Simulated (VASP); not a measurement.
# Al3Ni2Pd (P-3m1) in VASP: relaxation of cell and atoms with PBE

Aim: the relaxation of cell and atoms of Al3Ni2Pd with PBE.

All numbers are computed with VASP 6.6.1; they aren't measurements. Logs are shortened: lines on timing, memory, paths and dates and some standing lists are left out, and cuts for length are marked.

**1. The cell of the first run**

The structure is trigonal, space group P-3m1 (No. 164). Conventional cell: a = 4.180 Å, b = 4.180 Å, c = 5.149 Å, α = 90.00°, β = 90.00°, γ = 120.00°. Al (site symmetry 3m) has 5 Ni at 2.49 to 2.66 Å and 3 Pd at 2.59 Å and 6 Al at 2.92 to 3.06 Å within 3.3 Å. Al (site symmetry -3m) has 6 Ni at 2.56 Å and 2 Pd at 2.57 Å and 6 Al at 2.92 Å within 3.4 Å. Within 3.3 Å of Ni (site symmetry 3m) lie 8 Al at 2.49 to 2.66 Å and 3 Ni at 2.96 Å and 3 Pd at 2.96 Å. Within 3.4 Å of Pd (site symmetry -3m) lie 8 Al at 2.57 to 2.59 Å and 6 Ni at 2.96 Å.

**2. Relaxation of cell and atoms, PBE**

Input file INCAR:

```
ALGO = Fast ; EDIFF = 1E-6
EDIFFG = -0.01 ; ENCUT = 600
GGA = PE ; IBRION = 2
ISIF = 3 ; ISMEAR = 0
LASPH = True ; LCHARG = False
LREAL = False ; LWAVE = False
NELM = 60 ; NSW = 100
PREC = Accurate ; SIGMA = 0.1
```

Input file KPOINTS:

```
k-points
0
Gamma
  12 12 8
```

Input file POSCAR:

```
Al3Ni2Pd
1.0
    4.1802304000      0.0000000000      0.0000000000
   -2.0901152000      3.6201857000      0.0000000000
    0.0000000000      0.0000000000      5.1489881000
Al Ni Pd
3 2 1
Direct
    0.3333333000      0.6666667000      0.1825060000
    0.6666667000      0.3333333000      0.8174940000
    0.0000000000      0.0000000000      0.5000000000
    0.3333333000      0.6666667000      0.6660000000
    0.6666667000      0.3333333000      0.3340000000
    0.0000000000      0.0000000000      0.0000000000
```

Potentials or basis: VASP PAW PBE potentials, release 64 (Al, Ni, Pd).

Launch:

```console
$ cat potpaw_PBE.64/Al/POTCAR potpaw_PBE.64/Ni/POTCAR potpaw_PBE.64/Pd/POTCAR > POTCAR
$ mpirun -np 1 vasp_std > vasp.out
```

OUTCAR:

```text
EDIFF = 1E-6
   EDIFFG = -0.01
   ENCUT = 600
   GGA = PE
   IBRION = 2
   ISIF = 3
   ISMEAR = 0
   LASPH = True
   LREAL = False
   NELM = 60
   NSW = 100
   PREC = Accurate

 ion  position               nearest neighbor table
   1  0.333  0.667  0.183-   4 2.49   5 2.54   5 2.54   5 2.54   6 2.59   6 2.59   6 2.59   4 2.66
                             3 2.92   3 2.92   3 2.92   2 3.06   2 3.06   2 3.06
   2  0.667  0.333  0.817-   5 2.49   4 2.54   4 2.54   4 2.54   6 2.59   6 2.59   6 2.59   5 2.66
                             3 2.92   3 2.92   3 2.92   1 3.06   1 3.06   1 3.06
   3  0.000  0.000  0.500-   4 2.56   5 2.56   4 2.56   5 2.56   5 2.56   4 2.56   6 2.57   6 2.57
                             1 2.92   2 2.92   1 2.92   2 2.92   1 2.92   2 2.92
   4  0.333  0.667  0.666-   1 2.49   2 2.54   2 2.54   2 2.54   3 2.56   3 2.56   3 2.56   1 2.66
                             5 2.96   5 2.96   5 2.96   6 2.96   6 2.96   6 2.96
   5  0.667  0.333  0.334-   2 2.49   1 2.54   1 2.54   1 2.54   3 2.56   3 2.56   3 2.56   2 2.66
                             4 2.96   4 2.96   4 2.96   6 2.96   6 2.96   6 2.96
   6  0.000  0.000  0.000-   3 2.57   3 2.57   1 2.59   2 2.59   1 2.59   2 2.59   2 2.59   1 2.59
                             5 2.96   4 2.96   5 2.96   4 2.96   5 2.96   4 2.96

  LATTYP: Found a hexagonal cell.
 ALAT       =     4.1802304000
 C/A-ratio  =     1.2317474415

  Lattice vectors:

 A1 = (   4.1802304000,   0.0000000000,   0.0000000000)
 A2 = (  -2.0901152000,   3.6201857000,   0.0000000000)
 A3 = (   0.0000000000,   0.0000000000,   5.1489881000)

Analysis of symmetry for initial positions (statically):
=====================================================================
 Subroutine PRICEL returns:
 Original cell was already a primitive cell.

 Routine SETGRP: Setting up the symmetry group for a
 hexagonal supercell.

 Subroutine GETGRP returns: Found 12 space group operations
 (whereof 12 operations were pure point group operations)
 out of a pool of 24 trial point group operations.

The static configuration has the point symmetry D_3d.

Analysis of symmetry for dynamics (positions and initial velocities):
=====================================================================
 Subroutine PRICEL returns:
 Original cell was already a primitive cell.

 Routine SETGRP: Setting up the symmetry group for a
 hexagonal supercell.

 Subroutine GETGRP returns: Found 12 space group operations
 (whereof 12 operations were pure point group operations)
 out of a pool of 24 trial point group operations.

The dynamic configuration has the point symmetry D_3d.

 Subroutine INISYM returns: Found 12 space group operations
 (whereof 12 operations are pure point group operations),
 and found     1 'primitive' translations

----------------------------------------------------------------------------------------

                                     Primitive cell

  volume of cell :      77.9207

  direct lattice vectors                    reciprocal lattice vectors
     4.180230400  0.000000000  0.000000000     0.239221264  0.138114462  0.000000000
    -2.090115200  3.620185700  0.000000000     0.000000000  0.276228924  0.000000000
     0.000000000  0.000000000  5.148988100     0.000000000  0.000000000  0.194212917

  length of vectors
     4.180230400  4.180230383  5.148988100     0.276228923  0.276228924  0.194212917

  position of ions in fractional coordinates (direct lattice)
     0.333333300  0.666666700  0.182506000
     0.666666700  0.333333300  0.817494000
     0.000000000  0.000000000  0.500000000
     0.333333300  0.666666700  0.666000000
     0.666666700  0.333333300  0.334000000
     0.000000000  0.000000000  0.000000000

  ion indices of the primitive-cell ions
   primitive index   ion index
                 1           1
                 2           2
                 3           3
                 4           4
                 5           5
                 6           6

----------------------------------------------------------------------------------------

 KPOINTS: k-points

Automatic generation of k-mesh.
 Grid dimensions read from file:
 generate k-points for:   12   12    8

 Generating k-lattice:

  Cartesian coordinates                     Fractional coordinates (reciprocal lattice)
     0.019935105  0.011509538  0.000000000     0.083333333 -0.000000000  0.000000000
     0.000000000  0.023019077  0.000000000     0.000000000  0.083333333  0.000000000
     0.000000000  0.000000000  0.024276615     0.000000000  0.000000000  0.125000000

  Length of vectors
     0.023019077  0.023019077  0.024276615

  Shift w.r.t. Gamma in fractional coordinates (k-lattice)
     0.000000000  0.000000000  0.000000000

 Subroutine IBZKPT returns following result:
 ===========================================

 Found    131 irreducible k-points:

 Following reciprocal coordinates:
            Coordinates               Weight
  0.000000  0.000000  0.000000      1.000000
  0.083333  0.000000  0.000000      6.000000
  0.166667 -0.000000  0.000000      6.000000
  0.250000 -0.000000  0.000000      6.000000
  0.333333 -0.000000  0.000000      6.000000
  0.416667 -0.000000  0.000000      6.000000
[... 16 lines left out ...]
  0.166667 -0.000000  0.125000      6.000000
  0.000000  0.166667  0.125000      6.000000
 [... further k-points ...]
   k-points           NKPTS =    131   k-points in BZ     NKDIM =    131   number of bands    NBANDS=     23
   number of dos      NEDOS =    301   number of ions     NIONS =      6
   total plane-waves  NPLWV =  54432
   dimension x,y,z NGX =    36 NGY =   36 NGZ =   42
   dimension x,y,z NGXF=    72 NGYF=   72 NGZF=   84
   ions per type =               3   2   1
   NGX,Y,Z   is equivalent  to a cutoff of  14.32, 14.32, 13.56 a.u.
   NGXF,Y,Z  is equivalent  to a cutoff of  28.63, 28.63, 27.12 a.u.
 SYSTEM =  unknown system
   PREC   = accura    normal or accurate (medium, high low for compatibility)
   ISTART =      0    job   : 0-new  1-cont  2-samecut
   ICHARG =      2    charge: 1-file 2-atom 10-const
   ISPIN  =      1    spin polarized calculation?
   LNONCOLLINEAR =      F non collinear calculations
   LSORBIT =      F    spin-orbit coupling
   LASPH  =      T    aspherical Exc in radial PAW
   ENCUT  =  600.0 eV  44.10 Ry    6.64 a.u.   8.35  8.35 10.28*2*pi/ulx,y,z
   NELM   =     60;   NELMIN=  2; NELMDL= -5     # of ELM steps
   EDIFF  = 0.1E-05   stopping-criterion for ELM
   LREAL  =      F    real-space projection
   EDIFFG = -.1E-01   stopping-criterion for IOM
   NSW    =    100    number of steps for IOM
   IBRION =      2    ionic relax: 0-MD 1-quasi-New 2-CG
   NFREE  =      1    steps in history (QN), initial steepest desc. (CG)
   ISIF   =      3    stress and relaxation
   ISYM   =      2    0-nonsym 1-usesym 2-fastsym
   POTIM  = 0.5000    time-step for ionic-motion
   TEBEG  =    0.0;   TEEND  =   0.0 temperature during run
   PSTRESS=    0.0 pullay stress
   NELECT =      39.0000    total number of electrons
   NUPDOWN=      -1.0000    fix difference up-down
   EMIN   =  10.00;   EMAX   =-10.00  energy-range for DOS
   EFERMI =   0.00;   METHOD = LEGACY
   ISMEAR =     0;   SIGMA  =   0.10  broadening in eV -4-tet -1-fermi 0-gaus
   EFERMI_NEDOS =   21; number of points for ismear=-14 and -15
   IALGO  =     68    algorithm
   IMIX   =      4    mixing-type and parameters
     AMIX     =   0.40;   BMIX     =  1.00
     AMIX_MAG =   1.60;   BMIX_MAG =  1.00
  volume/ion in A,a.u.               =      12.99        87.64
  Fermi-wavevector in a.u.,A,eV,Ry     =   1.299807  2.456278 22.987002  1.689497
  Thomas-Fermi vector in A             =   2.431046
   LORBIT       =      0    0 simple, 1 ext, 2 COOP (PROOUT), +10 PAW based schemes
   GGA     = PE    functional components
   LHFCALC =     F    Hartree Fock is set to
   AEXX    =    0.0000 exact exchange contribution
   IVDW    =     0    specifies the selected vdW correction
   LEPSILON=     F    determine dielectric tensor
   LRPA    =     F    only Hartree local field effects (RPA)
 conjugate gradient relaxation of ions
 non-spin polarized calculation
 RMM-DIIS sequential band-by-band and
 Gauss-broadening in eV      SIGMA  =   0.10
  energy-cutoff  :      600.00
  volume of cell :       77.92
 maximum number of plane-waves:      2648
 NGX is ok and might be reduce to    36
   NGX = 17   NGY = 17   NGZ = 21

--------------------------------------- Ionic step        1  -------------------------------------------

 number of electron      39.0000009 magnetization

 Free energy of the ion-electron system (eV)
  ---------------------------------------------------
  ext. energy  EPLUGINS =         0.00000000
  ---------------------------------------------------
  free energy    TOTEN  =       -31.60775383 eV

  energy without entropy =      -31.59710115  energy(sigma->0) =      -31.60242749

------------------------ aborting loop because EDIFF is reached ----------------------------------------

  FORCE on cell =-STRESS in cart. coord.  units (eV):
  Direction    XX          YY          ZZ          XY          YZ          ZX
  --------------------------------------------------------------------------------------
  -------------------------------------------------------------------------------------
  Total        0.1109021      0.1109021      0.0983568      0.0000000     -0.0000000      0.0000000
  in kB        2.2803280      2.2803279      2.0223772      0.0000000     -0.0000000      0.0000000
  external PRESSURE =       2.1943444 kB  Pullay stress =       0.0000000 kB
[... 65 lines left out ...]
  energy  without entropy=      -31.5968229167  energy(sigma->0) =      -31.60215945

--------------------------------------- Ionic step        3  -------------------------------------------

 number of electron      39.0000009 magnetization

 Free energy of the ion-electron system (eV)
  ---------------------------------------------------
  ext. energy  EPLUGINS =         0.00000000
  ---------------------------------------------------
  free energy    TOTEN  =       -31.60773484 eV

  energy without entropy =      -31.59707895  energy(sigma->0) =      -31.60240689

 E-fermi :   9.9725     XC(G=0): -11.9499

 val. band max:        9.9703532555   @ k =  -0.2500  -0.4167   0.2500
 cond. band min:       9.9861898785   @ k =   0.0000   0.1667   0.2500
 fundamental gap:      0.0158366230
 Fermi energy:         9.9725442170

 k-point     1 :       0.0000    0.0000    0.0000
  band No.  band energies     occupation
      1      -0.8299      2.00000
      2       3.4649      2.00000
      3       4.2163      2.00000
      4       4.9689      2.00000
      5       4.9689      2.00000
      6       5.6485      2.00000
[... 613 lines left out ...]
     22      13.3356      0.00000
     23      13.8096      0.00000

 [... further k-points ...]

------------------------ aborting loop because EDIFF is reached ----------------------------------------

  FORCE on cell =-STRESS in cart. coord.  units (eV):
  Direction    XX          YY          ZZ          XY          YZ          ZX
  --------------------------------------------------------------------------------------
  -------------------------------------------------------------------------------------
  Total        0.0289379      0.0289379      0.0181077      0.0000000     -0.0000000      0.0000000
  in kB        0.5946082      0.5946082      0.3720723      0.0000000     -0.0000000      0.0000000
  external PRESSURE =       0.5204296 kB  Pullay stress =       0.0000000 kB
[... 21 lines left out ...]
  FREE ENERGIE OF THE ION-ELECTRON SYSTEM (eV)
  ---------------------------------------------------
  free  energy   TOTEN  =       -31.6077348372 eV

  energy  without entropy=      -31.5970789524  energy(sigma->0) =      -31.60240689

 reached required accuracy - stopping structural energy minimisation
```

Wall time 8.4 min (1 thread of AMD EPYC 9R14 (Zen 4), shared host); peak memory 0.44 GiB.

What came out:

* Free energy: -31.6077 eV
* Relaxed volume: 13.00 Å³/atom
* Relaxed cell: a = 4.181 Å, b = 4.181 Å, c = 5.150 Å, α = 90.00°, β = 90.00°, γ = 120.00°
* Space group after relaxing (to 0.1 Å): P-3m1 (No. 164)
* Ionic steps: 3
* Pressure after relaxing: 0.1 GPa
* Largest force after relaxing: 0.008 eV/Å
* Band gap on the k mesh: zero (an odd number of electrons rules out a gap without spin polarisation)

Forces in eV/Å, atoms in the order of the input:
```
Al   0.000  0.000  0.002
Al   0.000  0.000 -0.002
Al   0.000  0.000  0.000
Ni   0.000  0.000  0.008
Ni   0.000  0.000 -0.008
Pd   0.000  0.000  0.000
```

Final structure:
```
CELL_PARAMETERS angstrom
4.18121 0.00000 0.00000
-2.09061 3.62103 0.00000
0.00000 0.00000 5.15006
ATOMIC_POSITIONS crystal
Al 0.33333 0.66667 0.18251
Al 0.66667 0.33333 0.81749
Al 0.00000 0.00000 0.50000
Ni 0.33333 0.66667 0.66602
Ni 0.66667 0.33333 0.33398
Pd 0.00000 0.00000 0.00000
```

Spin polarisation is off, so any magnetic state and its effect on volume and gap are missing.
